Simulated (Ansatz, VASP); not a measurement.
**One calculation of C, two programs**

Contents of INCAR:

```
SYSTEM = C
ALGO = Normal
EDIFF = 1E-6
ENCUT = 600
GGA = PE
GGA_COMPAT = .False.
ISIF = 2
ISMEAR = -1
LASPH = .True.
LCHARG = .False.
LREAL = .False.
LWAVE = .False.
NBANDS = 26
NELM = 120
PREC = Accurate
SIGMA = 0.02
```

Contents of KPOINTS:

```
k-points
0
Gamma
  12 12 4
  0 0 0
```

POSCAR

```
C
1.0
    2.5221000000      0.0000000000      0.0000000000
   -1.2610500000      2.1842026709      0.0000000000
    0.0000000000      0.0000000000      8.2371000000
C
8
Direct
    0.6666666667      0.3333333333      0.8437500000
    0.3333333333      0.6666666667      0.3437500000
    0.6666666667      0.3333333333      0.6562500000
    0.3333333333      0.6666666667      0.1562500000
    0.0000000000      0.0000000000      0.9062500000
    0.0000000000      0.0000000000      0.4062500000
    0.0000000000      0.0000000000      0.5937500000
    0.0000000000      0.0000000000      0.0937500000
```

input.yaml

```yaml
crystal:
  lattice:
    - [2.5221, 0.0, 0.0]
    - [-1.26105, 2.1842026709, 0.0]
    - [0.0, 0.0, 8.2371]
  atoms:
    - { symbol: C, position: [0.6666666667, 0.3333333333, 0.84375] }
    - { symbol: C, position: [0.3333333333, 0.6666666667, 0.34375] }
    - { symbol: C, position: [0.6666666667, 0.3333333333, 0.65625] }
    - { symbol: C, position: [0.3333333333, 0.6666666667, 0.15625] }
    - { symbol: C, position: [0.0, 0.0, 0.90625] }
    - { symbol: C, position: [0.0, 0.0, 0.40625] }
    - { symbol: C, position: [0.0, 0.0, 0.59375] }
    - { symbol: C, position: [0.0, 0.0, 0.09375] }
kpoints:
  mp_grid: { grid: [12, 12, 4] }
  band_path:
    path:
      - [[0.0, 0.0, 0.0], [0.4999999999987, 1.747425288675e-12, 0.0], [0.3333333333325, 0.333333333336, 0.0], [0.0, 0.0, 0.0], [0.0, 0.0, 0.5], [0.4999999999987, 1.747425288675e-12, 0.5], [0.3333333333325, 0.333333333336, 0.5], [0.0, 0.0, 0.5]]
      - [[0.4999999999987, 1.747425288675e-12, 0.5], [0.4999999999987, 1.747425288675e-12, 0.0]]
      - [[0.3333333333325, 0.333333333336, 0.5], [0.3333333333325, 0.333333333336, 0.0]]
    npoints: 10
hamiltonian:
  xc: pbe
scf:
  occupations: { method: fermi_dirac, width: 0.02 }
  n_extra_bands: 6
output:
  forces: true
  stress: true
  eigenvalues: true
```

Alike in both runs: functional PBE; k mesh 12 × 12 × 4; occupations fermi-dirac, width 0.02 eV; no spin polarisation.

|  | VASP | Ansatz |
| --- | --- | --- |
| version | VASP 6.6.1 | Ansatz 0.2.0 |
| potentials or method | VASP PAW PBE potentials, release 64 (C) | Ansatz PAW |
| plane-wave cutoff (eV) | 600 | 420 |
| valence electrons in the cell | 32 | 32 |
| task | single point | band structure |

```tsv
	VASP	Ansatz	Ansatz less VASP
gap on the k mesh at the Fermi level (eV)	4.41	4.42	+0.009
least direct gap on the mesh (eV)	5.18	5.19	+0.007
pressure (GPa)	2.3	2.3	0.00
traceless stress, the component that is largest in VASP (GPa)	8.20	8.20	-0.007
rms of the force components (eV/Å)	0.187	0.187	-0.0002
```

Atom by atom the forces differ by 0.001 eV/Å (rms over components).
